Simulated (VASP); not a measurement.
# Si2Mo (I4/mmm) in VASP: relaxation of cell and atoms with PBEsol

Aim: the relaxation of cell and atoms of Si2Mo with PBEsol.

Everything below comes from runs of VASP 6.6.1. Logs are shortened: lines on timing, memory, paths and dates and some standing lists are left out, and cuts for length are marked.

### Step 1. The cell of the first run

The structure is tetragonal, space group I4/mmm (No. 139). The conventional cell has a = 3.200 Å, b = 3.200 Å, c = 7.861 Å, α = 90.00°, β = 90.00°, γ = 90.00°. Si (site symmetry 4mm) has 9 Si at 2.61 to 3.20 Å and 5 Mo at 2.62 Å within 3.4 Å. Mo (site symmetry 4/mmm) has 10 Si at 2.62 Å and 4 Mo at 3.20 Å within 3.5 Å.

### Step 2. Relaxation of cell and atoms, PBEsol

Input file INCAR:

```
PREC = Accurate
ENCUT = 600
EDIFF = 1E-6
ISMEAR = 0
SIGMA = 0.1
LREAL = False
LASPH = True
NELM = 100
ALGO = Normal
ISIF = 3
LWAVE = False
LCHARG = False
GGA = PS
IBRION = 2
NSW = 100
EDIFFG = -0.005
```

Input file KPOINTS:

```
regular mesh
0
Gamma
  18 18 18
```

Input file POSCAR:

```
Si2Mo
1.0
   -1.6000000000      1.6000000000      3.9305000000
    1.6000000000     -1.6000000000      3.9305000000
    1.6000000000      1.6000000000     -3.9305000000
Si Mo
2 1
Direct
    0.3330000000      0.3330000000      0.0000000000
    0.6670000000      0.6670000000      0.0000000000
    0.0000000000      0.0000000000      0.0000000000
```

Potentials or basis: VASP PAW PBE potentials, release 64 (Si, Mo_sv).

Run with:

```bash
$ cat potpaw_PBE.64/Si/POTCAR potpaw_PBE.64/Mo_sv/POTCAR > POTCAR
$ mpirun -np 1 vasp_std > vasp.out
```

OUTCAR:

```text
PREC = Accurate
   ENCUT = 600
   EDIFF = 1E-6
   ISMEAR = 0
   LREAL = False
   LASPH = True
   NELM = 100
   ISIF = 3
   GGA = PS
   IBRION = 2
   NSW = 100
   EDIFFG = -0.005

 ion  position               nearest neighbor table
   1  0.333  0.333  0.000-   2 2.61   2 2.61   2 2.61   2 2.61   3 2.62   3 2.62   3 2.62   3 2.62
                             3 2.62   2 2.63
   2  0.667  0.667  0.000-   1 2.61   1 2.61   1 2.61   1 2.61   3 2.62   3 2.62   3 2.62   3 2.62
                             3 2.62   1 2.63
   3  0.000  0.000  0.000-   2 2.62   1 2.62   2 2.62   1 2.62   2 2.62   1 2.62   1 2.62   2 2.62
                             1 2.62   2 2.62

  LATTYP: Found a body centered tetragonal cell.
 ALAT       =     3.2000000000
 C/A-ratio  =     2.4565625000

  Lattice vectors:

 A1 = (  -1.6000000000,   1.6000000000,   3.9305000000)
 A2 = (   1.6000000000,  -1.6000000000,   3.9305000000)
 A3 = (   1.6000000000,   1.6000000000,  -3.9305000000)

Analysis of symmetry for initial positions (statically):
=====================================================================
 Subroutine PRICEL returns:
 Original cell was already a primitive cell.

 Routine SETGRP: Setting up the symmetry group for a
 body centered tetragonal supercell.

 Subroutine GETGRP returns: Found 16 space group operations
 (whereof 16 operations were pure point group operations)
 out of a pool of 16 trial point group operations.

The static configuration has the point symmetry D_4h.

Analysis of symmetry for dynamics (positions and initial velocities):
=====================================================================
 Subroutine PRICEL returns:
 Original cell was already a primitive cell.

 Routine SETGRP: Setting up the symmetry group for a
 body centered tetragonal supercell.

 Subroutine GETGRP returns: Found 16 space group operations
 (whereof 16 operations were pure point group operations)
 out of a pool of 16 trial point group operations.

The dynamic configuration has the point symmetry D_4h.

 Subroutine INISYM returns: Found 16 space group operations
 (whereof 16 operations are pure point group operations),
 and found     1 'primitive' translations

----------------------------------------------------------------------------------------

                                     Primitive cell

  volume of cell :      40.2483

  direct lattice vectors                    reciprocal lattice vectors
    -1.600000000  1.600000000  3.930500000     0.000000000  0.312500000  0.127210279
     1.600000000 -1.600000000  3.930500000     0.312500000  0.000000000  0.127210279
     1.600000000  1.600000000 -3.930500000     0.312500000  0.312500000  0.000000000

  length of vectors
     4.535287229  4.535287229  4.535287229     0.337399918  0.337399918  0.441941738

  position of ions in fractional coordinates (direct lattice)
     0.333000000  0.333000000  0.000000000
     0.667000000  0.667000000  0.000000000
     0.000000000  0.000000000  0.000000000

  ion indices of the primitive-cell ions
   primitive index   ion index
                 1           1
                 2           2
                 3           3

----------------------------------------------------------------------------------------

 KPOINTS: regular mesh

Automatic generation of k-mesh.
 Grid dimensions read from file:
 generate k-points for:   18   18   18

 Generating k-lattice:

  Cartesian coordinates                     Fractional coordinates (reciprocal lattice)
     0.000000000  0.017361111  0.007067238     0.055555556  0.000000000  0.000000000
     0.017361111  0.000000000  0.007067238     0.000000000  0.055555556  0.000000000
     0.017361111  0.017361111  0.000000000     0.000000000  0.000000000  0.055555556

  Length of vectors
     0.018744440  0.018744440  0.024552319

  Shift w.r.t. Gamma in fractional coordinates (k-lattice)
     0.000000000  0.000000000  0.000000000

 Subroutine IBZKPT returns following result:
 ===========================================

 Found    480 irreducible k-points:

 Following reciprocal coordinates:
            Coordinates               Weight
  0.000000  0.000000  0.000000      1.000000
  0.055556  0.000000 -0.000000      8.000000
  0.111111  0.000000 -0.000000      8.000000
  0.166667  0.000000 -0.000000      8.000000
  0.222222  0.000000 -0.000000      8.000000
  0.277778  0.000000 -0.000000      8.000000
[... 16 lines left out ...]
 -0.277778  0.055556  0.000000     16.000000
 -0.222222  0.055556  0.000000     16.000000
 [... further k-points ...]
   k-points           NKPTS =    480   k-points in BZ     NKDIM =    480   number of bands    NBANDS=     15
   number of dos      NEDOS =    301   number of ions     NIONS =      3
   total plane-waves  NPLWV =  46656
   dimension x,y,z NGX =    36 NGY =   36 NGZ =   36
   dimension x,y,z NGXF=    72 NGYF=   72 NGZF=   72
   ions per type =               2   1
   NGX,Y,Z   is equivalent  to a cutoff of  13.20, 13.20, 13.20 a.u.
   NGXF,Y,Z  is equivalent  to a cutoff of  26.39, 26.39, 26.39 a.u.
 SYSTEM =  unknown system
   PREC   = accura    normal or accurate (medium, high low for compatibility)
   ISTART =      0    job   : 0-new  1-cont  2-samecut
   ICHARG =      2    charge: 1-file 2-atom 10-const
   ISPIN  =      1    spin polarized calculation?
   LNONCOLLINEAR =      F non collinear calculations
   LSORBIT =      F    spin-orbit coupling
   LASPH  =      T    aspherical Exc in radial PAW
   ENCUT  =  600.0 eV  44.10 Ry    6.64 a.u.   9.06  9.06  9.06*2*pi/ulx,y,z
   NELM   =    100;   NELMIN=  2; NELMDL= -5     # of ELM steps
   EDIFF  = 0.1E-05   stopping-criterion for ELM
   LREAL  =      F    real-space projection
   EDIFFG = -.5E-02   stopping-criterion for IOM
   NSW    =    100    number of steps for IOM
   IBRION =      2    ionic relax: 0-MD 1-quasi-New 2-CG
   NFREE  =      1    steps in history (QN), initial steepest desc. (CG)
   ISIF   =      3    stress and relaxation
   ISYM   =      2    0-nonsym 1-usesym 2-fastsym
   POTIM  = 0.5000    time-step for ionic-motion
   TEBEG  =    0.0;   TEEND  =   0.0 temperature during run
   PSTRESS=    0.0 pullay stress
   NELECT =      22.0000    total number of electrons
   NUPDOWN=      -1.0000    fix difference up-down
   EMIN   =  10.00;   EMAX   =-10.00  energy-range for DOS
   EFERMI =   0.00;   METHOD = LEGACY
   ISMEAR =     0;   SIGMA  =   0.10  broadening in eV -4-tet -1-fermi 0-gaus
   EFERMI_NEDOS =   21; number of points for ismear=-14 and -15
   IALGO  =     38    algorithm
   IMIX   =      4    mixing-type and parameters
     AMIX     =   0.40;   BMIX     =  1.00
     AMIX_MAG =   1.60;   BMIX_MAG =  1.00
  volume/ion in A,a.u.               =      13.42        90.54
  Fermi-wavevector in a.u.,A,eV,Ry     =   1.338546  2.529484 24.377614  1.791704
  Thomas-Fermi vector in A             =   2.467007
   LORBIT       =      0    0 simple, 1 ext, 2 COOP (PROOUT), +10 PAW based schemes
   GGA     = PS    functional components
   LHFCALC =     F    Hartree Fock is set to
   AEXX    =    0.0000 exact exchange contribution
   IVDW    =     0    specifies the selected vdW correction
   LEPSILON=     F    determine dielectric tensor
   LRPA    =     F    only Hartree local field effects (RPA)
 conjugate gradient relaxation of ions
 non-spin polarized calculation
 Gauss-broadening in eV      SIGMA  =   0.10
  energy-cutoff  :      600.00
  volume of cell :       40.25
 maximum number of plane-waves:      1363
   NGX = 19   NGY = 19   NGZ = 19

--------------------------------------- Ionic step        1  -------------------------------------------

 number of electron      22.0000000 magnetization

 Free energy of the ion-electron system (eV)
  ---------------------------------------------------
  ext. energy  EPLUGINS =         0.00000000
  ---------------------------------------------------
  free energy    TOTEN  =       -25.07166492 eV

  energy without entropy =      -25.07055339  energy(sigma->0) =      -25.07110916

------------------------ aborting loop because EDIFF is reached ----------------------------------------

  FORCE on cell =-STRESS in cart. coord.  units (eV):
  Direction    XX          YY          ZZ          XY          YZ          ZX
  --------------------------------------------------------------------------------------
  -------------------------------------------------------------------------------------
  Total       -0.4948310     -0.4948310     -0.8217873      0.0000000     -0.0000000      0.0000000
  in kB      -19.6978920    -19.6978920    -32.7131421      0.0000000     -0.0000000      0.0000000
  external PRESSURE =     -24.0363087 kB  Pullay stress =       0.0000000 kB

 VOLUME and BASIS-vectors are now :
 -----------------------------------------------------------------------------
  energy-cutoff  :      600.00
  volume of cell :       40.25
      direct lattice vectors                 reciprocal lattice vectors
    -1.600000000  1.600000000  3.930500000     0.000000000  0.312500000  0.127210279
     1.600000000 -1.600000000  3.930500000     0.312500000  0.000000000  0.127210279
     1.600000000  1.600000000 -3.930500000     0.312500000  0.312500000  0.000000000
[... 223 lines left out ...]
 POSITION                                       TOTAL-FORCE (eV/Angst)
 -----------------------------------------------------------------------------------
      0.00000      0.00000      2.62175        -0.000000     -0.000000      0.004221
      0.00000      0.00000      5.20366         0.000000      0.000000     -0.004221
      0.00000      0.00000      0.00000         0.000000      0.000000      0.000000
 -----------------------------------------------------------------------------------
    total drift:                                0.000000     -0.000000      0.000000

  FREE ENERGIE OF THE ION-ELECTRON SYSTEM (eV)
  ---------------------------------------------------
  free  energy   TOTEN  =       -25.0802409607 eV

  energy  without entropy=      -25.0790583978  energy(sigma->0) =      -25.07964968

--------------------------------------- Ionic step        8  -------------------------------------------

 number of electron      22.0000000 magnetization

 Free energy of the ion-electron system (eV)
  ---------------------------------------------------
  ext. energy  EPLUGINS =         0.00000000
  ---------------------------------------------------
  free energy    TOTEN  =       -25.08024262 eV

  energy without entropy =      -25.07906053  energy(sigma->0) =      -25.07965158

 E-fermi :  12.3152     XC(G=0): -12.5553

 val. band max:       12.2522114495   @ k =  -0.4444  -0.4444   0.4444
 cond. band min:      12.3152090572   @ k =  -0.3333  -0.3333   0.2778
 fundamental gap:      0.0629976078
 Fermi energy:        12.3151541812

 k-point     1 :       0.0000    0.0000    0.0000
  band No.  band energies     occupation
      1     -48.2940      2.00000
      2     -22.4839      2.00000
      3     -22.4009      2.00000
      4     -22.4009      2.00000
      5      -1.1736      2.00000
      6       5.8558      2.00000
      7       8.9214      2.00000
      8       9.1821      2.00000
      9       9.6765      2.00000
     10       9.6765      2.00000
     11      12.6966      0.00000
     12      15.4508      0.00000
     13      15.5383      0.00000
     14      15.8695      0.00000
     15      15.8695      0.00000
[... 397 lines left out ...]
 k-point    24 :      -0.2222    0.0556    0.0000
  band No.  band energies     occupation
      1     -48.2854      2.00000
      2     -22.5122      2.00000
      3     -22.4736      2.00000
      4     -22.3984      2.00000
      5      -0.2986      2.00000
      6       5.9386      2.00000
      7       7.2307      2.00000
      8       9.0375      2.00000
      9       9.6827      2.00000
     10      10.4879      2.00000
     11      11.0020      2.00000
     12      14.1784      0.00000
     13      14.5728      0.00000
     14      16.4442      0.00000
     15      16.7108      0.00000

 [... further k-points ...]

------------------------ aborting loop because EDIFF is reached ----------------------------------------

  FORCE on cell =-STRESS in cart. coord.  units (eV):
  Direction    XX          YY          ZZ          XY          YZ          ZX
  --------------------------------------------------------------------------------------
  -------------------------------------------------------------------------------------
  Total        0.0016759      0.0016759      0.0004199      0.0000000     -0.0000000      0.0000000
  in kB        0.0673640      0.0673640      0.0168779      0.0000000     -0.0000000      0.0000000
  external PRESSURE =       0.0505353 kB  Pullay stress =       0.0000000 kB

 VOLUME and BASIS-vectors are now :
 -----------------------------------------------------------------------------
  energy-cutoff  :      600.00
  volume of cell :       39.86
      direct lattice vectors                 reciprocal lattice vectors
    -1.595965577  1.595965577  3.912114978     0.000000000  0.313289965  0.127808105
     1.595965577 -1.595965577  3.912114978     0.313289965  0.000000000  0.127808105
     1.595965577  1.595965577 -3.912114978     0.313289965  0.313289965  0.000000000

 POSITION                                       TOTAL-FORCE (eV/Angst)
 -----------------------------------------------------------------------------------
      0.00000      0.00000      2.62135         0.000000      0.000000      0.003985
      0.00000      0.00000      5.20288        -0.000000     -0.000000     -0.003985
      0.00000      0.00000      0.00000         0.000000      0.000000     -0.000000
 -----------------------------------------------------------------------------------
    total drift:                                0.000000      0.000000     -0.000000

  FREE ENERGIE OF THE ION-ELECTRON SYSTEM (eV)
  ---------------------------------------------------
  free  energy   TOTEN  =       -25.0802426249 eV

  energy  without entropy=      -25.0790605316  energy(sigma->0) =      -25.07965158

 reached required accuracy - stopping structural energy minimisation
```

It took 23 min on 1 thread of Intel Xeon Platinum 8488C (Sapphire Rapids), shared host; peak memory 0.5 GiB.

Results:

| Quantity | Value |
| --- | --- |
| Free energy | -25.0802 eV |
| Relaxed volume | 13.29 Å³/atom |
| Relaxed cell | a = 4.517 Å, b = 4.517 Å, c = 4.517 Å, α = 138.61°, β = 138.61°, γ = 59.96° |
| Space group after relaxing (to 0.05 Å) | I4/mmm (No. 139) |
| Energy gained by relaxing | 2.9 meV/atom |
| Ionic steps | 8 |
| Pressure after relaxing | 0.0 GPa |
| Largest force after relaxing | 0.004 eV/Å |
| Band gap on the k mesh | zero (band 11 reaches 12.80 eV, above the bottom of band 12 at 11.85 eV) |

Forces on the atoms (eV/Å):
```
Si   0.000  0.000  0.004
Si   0.000  0.000 -0.004
Mo   0.000  0.000  0.000
```

Step by step:
```tsv
step	energy change (eV)	largest force (eV/Å)	pressure (GPa)	volume (Å³)
1	0.0000	0.3273	-2.40	40.25
2	0.0028	0.0427	4.61	39.09
3	-0.0068	0.1671	0.70	39.71
4	-0.0086	0.0046	0.00	39.86
5	-0.0086	0.0002	0.00	39.86
6	-0.0086	0.0031	0.01	39.86
7	-0.0086	0.0042	-0.01	39.86
8	-0.0086	0.0040	0.01	39.86
```

Final structure:
```
Si Mo
1.0
    -1.59597    1.59597    3.91211
     1.59597   -1.59597    3.91211
     1.59597    1.59597   -3.91211
Si Mo
2 1
Direct
  0.33503 0.33503 0.00000
  0.66497 0.66497 0.00000
  0.00000 0.00000 0.00000
```

Caveat: the PAW data sets were made with another functional, which shifts forces and pressure a little.
